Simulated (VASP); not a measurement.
# BN (I-4m2) in VASP: G0W0 quasiparticle levels with PBE

Aim: the G0W0 quasiparticle levels of BN with PBE.

Program: VASP 6.6.1. These are calculated values, not measurements. Logs are shortened: lines on timing, memory, paths and dates and some standing lists are left out, and cuts for length are marked.

## 1. The cell of the first run

The structure is tetragonal, space group I-4m2 (No. 119). Conventional cell: a = 2.578 Å, b = 2.578 Å, c = 3.594 Å, α = 90.00°, β = 90.00°, γ = 90.00°. B (site symmetry -4m2) has 4 N at 1.57 Å within 2.1 Å. N (site symmetry -4m2) has 4 B at 1.57 Å within 2.1 Å.

## 2. G0W0 quasiparticle levels, PBE

File POSCAR:

```
BN
1.0
    0.0000000000      1.8228737197      1.7971376930
    1.8228737197      0.0000000000      1.7971376930
    1.8228737197      1.8228737197      0.0000000000
B N
1 1
Direct
    0.0000000000      0.0000000000      0.0000000000
    0.2500000000      0.2500000000      0.2500000000
```

File INCAR.step1:

```
SYSTEM = BN
PREC     = Accurate       ! precision mode
ENCUT    = 500            ! plane-wave cutoff, eV
EDIFF    = 1E-8           ! SCF threshold, eV
ISMEAR   = 0              ! smearing method
SIGMA    = 0.01           ! smearing width, eV
LREAL    = .FALSE.        ! projectors in reciprocal space
LASPH    = .TRUE.         ! aspherical terms in the spheres
NELM     = 80             ! most SCF steps
ALGO     = Normal         ! electronic algorithm
LWAVE    = .TRUE.         ! write WAVECAR
LCHARG   = .FALSE.        ! write CHGCAR
GGA      = PE             ! functional
```

File INCAR.step2:

```
SYSTEM = BN
PREC     = Accurate       ! precision mode
ENCUT    = 500            ! plane-wave cutoff, eV
EDIFF    = 1E-8           ! SCF threshold, eV
ISMEAR   = 0              ! smearing method
SIGMA    = 0.01           ! smearing width, eV
LREAL    = .FALSE.        ! projectors in reciprocal space
LASPH    = .TRUE.         ! aspherical terms in the spheres
NELM     = 1              ! most SCF steps
ALGO     = Exact          ! electronic algorithm
LWAVE    = .TRUE.         ! write WAVECAR
LCHARG   = .FALSE.        ! write CHGCAR
GGA      = PE             ! functional
NBANDS   = 53             ! bands
LOPTICS  = .TRUE.         ! frequency-dependent dielectric function
ISTART   = 1
```

File INCAR.step3:

```
SYSTEM = BN
PREC     = Accurate       ! precision mode
ENCUT    = 500            ! plane-wave cutoff, eV
EDIFF    = 1E-8           ! SCF threshold, eV
ISMEAR   = 0              ! smearing method
SIGMA    = 0.01           ! smearing width, eV
LREAL    = .FALSE.        ! projectors in reciprocal space
LASPH    = .TRUE.         ! aspherical terms in the spheres
ALGO     = EVGW0          ! electronic algorithm
LWAVE    = .FALSE.        ! write WAVECAR
LCHARG   = .FALSE.        ! write CHGCAR
GGA      = PE             ! functional
NELMGW   = 1            
NBANDS   = 53             ! bands
ENCUTGW  = 150.0          ! cutoff of the response function
NOMEGA   = 48             ! frequency points
PRECFOCK = Fast         
ISTART   = 1            
NBANDSGW = 12
```

File KPOINTS:

```
Automatic mesh
0
G
  6 6 6
  0 0 0
```

Potentials or basis: VASP PAW PBE potentials, release 64 (B_GW, N_GW).

On the command line:

```bash
$ cat potpaw_PBE.64/B_GW/POTCAR potpaw_PBE.64/N_GW/POTCAR > POTCAR
$ cp INCAR.step1 INCAR
$ mpirun -np 1 vasp_std > vasp.out
$ cp INCAR.step2 INCAR
$ mpirun -np 1 vasp_std > vasp.out
$ cp INCAR.step3 INCAR
$ mpirun -np 1 vasp_std > vasp.out
```

OUTCAR:

```text
SYSTEM = BN
   PREC = Accurate
   ENCUT = 500
   EDIFF = 1E-8
   ISMEAR = 0
   LREAL = .FALSE.
   LASPH = .TRUE.
   GGA = PE
   NELMGW = 1
   ENCUTGW = 150.0
   PRECFOCK = Fast
   ISTART = 1

 ion  position               nearest neighbor table
   1  0.000  0.000  0.000-   2 1.57   2 1.57   2 1.57   2 1.57
   2  0.250  0.250  0.250-   1 1.57   1 1.57   1 1.57   1 1.57

  LATTYP: Found a body centered tetragonal cell.
 ALAT       =     2.5779327369
 C/A-ratio  =     1.3942471557

  Lattice vectors:

 A1 = (   0.0000000000,  -1.8228737197,  -1.7971376930)
 A2 = (   0.0000000000,   1.8228737197,  -1.7971376930)
 A3 = (   1.8228737197,   0.0000000000,   1.7971376930)

Analysis of symmetry for initial positions (statically):
=====================================================================
 Subroutine PRICEL returns:
 Original cell was already a primitive cell.

 Routine SETGRP: Setting up the symmetry group for a
 body centered tetragonal supercell.

 Subroutine GETGRP returns: Found  8 space group operations
 (whereof  8 operations were pure point group operations)
 out of a pool of 16 trial point group operations.

The static configuration has the point symmetry D_2d.

Analysis of symmetry for dynamics (positions and initial velocities):
=====================================================================
 Subroutine PRICEL returns:
 Original cell was already a primitive cell.

 Routine SETGRP: Setting up the symmetry group for a
 body centered tetragonal supercell.

 Subroutine GETGRP returns: Found  8 space group operations
 (whereof  8 operations were pure point group operations)
 out of a pool of 16 trial point group operations.

The dynamic configuration has the point symmetry D_2d.

 Subroutine INISYM returns: Found  8 space group operations
 (whereof  8 operations are pure point group operations),
 and found     1 'primitive' translations

----------------------------------------------------------------------------------------

                                     Primitive cell

  volume of cell :      11.9433

  direct lattice vectors                    reciprocal lattice vectors
     0.000000000  1.822873720  1.797137693    -0.274292176  0.274292176  0.278220195
     1.822873720  0.000000000  1.797137693     0.274292176 -0.274292176  0.278220195
     1.822873720  1.822873720  0.000000000     0.274292176  0.274292176 -0.278220195

  length of vectors
     2.559799306  2.559799306  2.577932737     0.477366603  0.477366603  0.477366603

  position of ions in fractional coordinates (direct lattice)
     0.000000000  0.000000000  0.000000000
     0.250000000  0.250000000  0.250000000

  ion indices of the primitive-cell ions
   primitive index   ion index
                 1           1
                 2           2

----------------------------------------------------------------------------------------

 KPOINTS: Automatic mesh

Automatic generation of k-mesh.
 Grid dimensions read from file:
 generate k-points for:    6    6    6

 Generating k-lattice:

  Cartesian coordinates                     Fractional coordinates (reciprocal lattice)
    -0.045715363  0.045715363  0.046370033     0.166666667 -0.000000000  0.000000000
     0.045715363 -0.045715363  0.046370033    -0.000000000  0.166666667  0.000000000
     0.045715363  0.045715363 -0.046370033     0.000000000  0.000000000  0.166666667

  Length of vectors
     0.079561100  0.079561100  0.079561100

  Shift w.r.t. Gamma in fractional coordinates (k-lattice)
     0.000000000  0.000000000  0.000000000

 Subroutine IBZKPT returns following result:
 ===========================================

 Found     30 irreducible k-points:

 Following reciprocal coordinates:
            Coordinates               Weight
  0.000000  0.000000  0.000000      1.000000
  0.166667  0.000000  0.000000      8.000000
  0.333333 -0.000000  0.000000      8.000000
  0.500000 -0.000000  0.000000      4.000000
  0.166667  0.166667  0.000000      2.000000
  0.333333  0.166667  0.000000      8.000000
[... 16 lines left out ...]
  0.333333  0.000000  0.333333      4.000000
  0.500000 -0.000000  0.333333     16.000000
 [... further k-points ...]
   k-points           NKPTS =     30   k-points in BZ     NKDIM =    216   number of bands    NBANDS=     53
   number of dos      NEDOS =    301   number of ions     NIONS =      2
   total plane-waves  NPLWV =   8000
   dimension x,y,z NGX =    20 NGY =   20 NGZ =   20
   dimension x,y,z NGXF=    40 NGYF=   40 NGZF=   40
   ions per type =               1   1
   NGX,Y,Z   is equivalent  to a cutoff of  12.99, 12.99, 12.90 a.u.
   NGXF,Y,Z  is equivalent  to a cutoff of  25.98, 25.98, 25.80 a.u.
 SYSTEM =  BN
   PREC   = accura    normal or accurate (medium, high low for compatibility)
   ISTART =      1    job   : 0-new  1-cont  2-samecut
   ICHARG =      0    charge: 1-file 2-atom 10-const
   ISPIN  =      1    spin polarized calculation?
   LNONCOLLINEAR =      F non collinear calculations
   LSORBIT =      F    spin-orbit coupling
   LASPH  =      T    aspherical Exc in radial PAW
   ENCUT  =  500.0 eV  36.75 Ry    6.06 a.u.   4.67  4.67  4.70*2*pi/ulx,y,z
   NELM   =     60;   NELMIN=  2; NELMDL=  0     # of ELM steps
   EDIFF  = 0.1E-07   stopping-criterion for ELM
   LREAL  =      F    real-space projection
   EDIFFG = 0.1E-06   stopping-criterion for IOM
   NSW    =      0    number of steps for IOM
   IBRION =     -1    ionic relax: 0-MD 1-quasi-New 2-CG
   NFREE  =      0    steps in history (QN), initial steepest desc. (CG)
   ISIF   =      0    stress and relaxation
   ISYM   =      3    0-nonsym 1-usesym 2-fastsym
   POTIM  = 0.5000    time-step for ionic-motion
   TEBEG  =    0.0;   TEEND  =   0.0 temperature during run
   PSTRESS=    0.0 pullay stress
   NELECT =       8.0000    total number of electrons
   NUPDOWN=      -1.0000    fix difference up-down
   EMIN   =  10.00;   EMAX   =-10.00  energy-range for DOS
   EFERMI =   0.00;   METHOD = LEGACY
   ISMEAR =     0;   SIGMA  =   0.01  broadening in eV -4-tet -1-fermi 0-gaus
   EFERMI_NEDOS =   21; number of points for ismear=-14 and -15
   IALGO  =     38    algorithm
   IMIX   =      4    mixing-type and parameters
     AMIX     =   0.40;   BMIX     =  1.00
     AMIX_MAG =   1.60;   BMIX_MAG =  1.00
  volume/ion in A,a.u.               =       5.97        40.30
  Fermi-wavevector in a.u.,A,eV,Ry     =   1.432397  2.706837 27.915895  2.051760
  Thomas-Fermi vector in A             =   2.552029
   LORBIT       =      0    0 simple, 1 ext, 2 COOP (PROOUT), +10 PAW based schemes
   GGA     = PE    functional components
   LHFCALC =     T    Hartree Fock is set to
   PRECFOCK=fast      Normal, Fast or Accurate (Low or Medium for compatibility)
   ENCUT4O =  -1.0   cutoff for four orbital integrals eV
   NKREDX  =     1    reduce k-point grid by
   NKREDY  =     1    reduce k-point grid by
   NKREDZ  =     1    reduce k-point grid by
   AEXX    =    1.0000 exact exchange contribution
   HFSCREEN=    0.0000 screening length (either q_TF or 0.3 A-1)
   HFSCREENC=   0.0000 screening length for correlation (either q_TF or 0.3 A-1)
   ENCUTFOCK=  -1.0 apply spherical cutoff to Coloumb kernel
   IVDW    =     0    specifies the selected vdW correction
   LEPSILON=     F    determine dielectric tensor
   LRPA    =     F    only Hartree local field effects (RPA)
   LRPAFORCE           =     F    calculate RPA forces
   ENCUTGW             = 150.0    cutoff for response function in eV
   ENCUTGWSOFT         = 120.0    soft cutoff for Coulomb kernel in GW response function in eV
   ENCUTLF             =  -1.0    cutoff for local field effects
   NELMGW              =     1    number of iterations in solving QP/BSE equation
   NELMHF              =     1    number of iterations in the inner HF iteration
   NKREDLFX            =     1    NKREDLFY  =   1   NKREDLFZ  =   1
 non-spin polarized calculation
 Gauss-broadening in eV      SIGMA  =   0.01
  energy-cutoff  :      500.00
  volume of cell :       11.94
 maximum number of plane-waves:       323
 NGX is ok and might be reduce to    20
  NGX = 12; NGY = 12; NGZ = 12
   NGX =  9   NGY =  9   NGZ =  9
 maximum number of plane-waves:        59

 QP shifts <psi_nk| G(iteration)W_0 |psi_nk>: iteration 1
 for sc-GW calculations column KS-energies equals QP-energies in previous step
 and V_xc(KS)=  KS-energies - (<T + V_ion + V_H > + <T+V_H+V_ion>^1  + <V_x>^1)

 k-point   1 :       0.0000    0.0000    0.0000
  band No.  KS-energies  QP-energies   sigma(KS)   V_xc(KS)     V^pw_x(r,r')   Z            occupation Imag(sigma)

      1     -12.7814     -14.7573     -18.0002     -15.4611     -26.4387       0.7782       2.0000       1.4668
      2       7.2792       6.5242     -19.1545     -18.2382     -21.8331       0.8240       2.0000       0.0895
      3       7.2792       6.5242     -19.1545     -18.2382     -21.8331       0.8240       2.0000       0.0895
      4       7.4156       6.6685     -19.1718     -18.2648     -21.8534       0.8236       2.0000       0.0894
      5      16.0259      17.3777     -12.0886     -13.7154      -6.9482       0.8309       0.0000      -0.1116
      6      16.1264      17.4819     -12.1267     -13.7578      -6.9848       0.8311       0.0000      -0.1114
      7      16.1264      17.4819     -12.1267     -13.7578      -6.9848       0.8311       0.0000      -0.1114
      8      17.4888      18.6879     -13.9331     -15.4065      -8.3980       0.8138       0.0000      -0.1355
      9      31.8611      32.3694     -10.7542     -11.3957      -3.2963       0.7924       0.0000      -0.6075
     10      34.6052      35.8479     -11.7595     -13.2448      -5.4413       0.8367       0.0000      -0.5620
     11      35.2957      36.5470     -11.7576     -13.2550      -5.3779       0.8357       0.0000      -0.6074
     12      35.3232      36.0295     -10.1667     -11.0091      -3.0305       0.8384       0.0000      -1.0426

 k-point   2 :       0.1667    0.0000    0.0000
  band No.  KS-energies  QP-energies   sigma(KS)   V_xc(KS)     V^pw_x(r,r')   Z            occupation Imag(sigma)
[... 353 lines left out ...]
      1      -7.8466      -9.4191     -19.0070     -16.9228     -26.4979       0.7545       2.0000       0.7897
      2      -0.7727      -2.3209     -17.6005     -15.6237     -22.2041       0.7832       2.0000       0.2026
      3       1.4605       0.1307     -17.2913     -15.6336     -21.0557       0.8022       2.0000       0.1448
      4       3.1151       1.9424     -17.9102     -16.4586     -21.4027       0.8078       2.0000       0.1235
      5      13.6141      14.4863     -11.9840     -13.0202      -7.3247       0.8417       0.0000      -0.0999
      6      18.4879      19.5751     -12.1447     -13.4541      -6.8032       0.8303       0.0000      -0.1255
      7      23.2554      24.9818     -13.5367     -15.7417      -6.6322       0.7830       0.0000      -0.2418
      8      23.6148      25.3478     -13.6183     -15.8363      -6.6435       0.7813       0.0000      -0.2499
      9      27.1031      28.6452     -13.8049     -15.7903      -6.5370       0.7768       0.0000      -0.3495
     10      33.7078      35.1182     -11.8956     -13.6689      -3.9263       0.7953       0.0000      -0.8440
     11      37.4321      38.5971     -11.4051     -12.8153      -4.2620       0.8261       0.0000      -0.9095
     12      41.7991      42.8293     -10.7561     -12.0008      -3.1681       0.8276       0.0000      -1.1976

 [... further k-points ...]
```

It took 2 min on 1 thread of AMD EPYC 9R45 (Zen 5), shared host; peak memory 0.22 GiB.

Results:

```
Quasiparticle gap                                   : 5.67 eV
Least direct quasiparticle gap                      : 10.71 eV
Band gap of the starting levels on the mesh         : 4.20 eV
Least direct gap of the starting levels on the mesh : 8.61 eV
```

Caveat: the k points lie up to 0.50 Å⁻¹ apart; bands, screening cutoff and mesh are small and nothing is extrapolated, so the quasiparticle values aren't converged.
